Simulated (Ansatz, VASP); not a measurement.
**Two plane-wave programs on Sn**

```xyz
1
Lattice="0.0000 2.3342 2.3342 2.3342 0.0000 2.3342 2.3342 2.3342 0.0000" Properties=species:S:1:pos:R:3 pbc="T T T"
Sn    0.0000    0.0000    0.0000
```

Alike in both runs: task single point; functional RPBE; k mesh 13 × 13 × 13; occupations fermi-dirac, width 0.1 eV; no spin polarisation.

|  | VASP | Ansatz |
| --- | --- | --- |
| version | VASP 6.6.1 | Ansatz 0.2.0 |
| potentials or method | VASP PAW PBE potentials, release 64 (Sn_d), cutoff 520 eV | plane waves (420 eV) with PAW, scalar-relativistic |
| valence electrons in the cell | 14 | 14 |

```csv
,VASP,Ansatz,Ansatz less VASP
pressure (GPa),7.1,7.1,+0.04
```

VASP's potentials were made for PBE, not for RPBE. With one functional, cell and mesh, what is left measures potentials, basis and numerics.
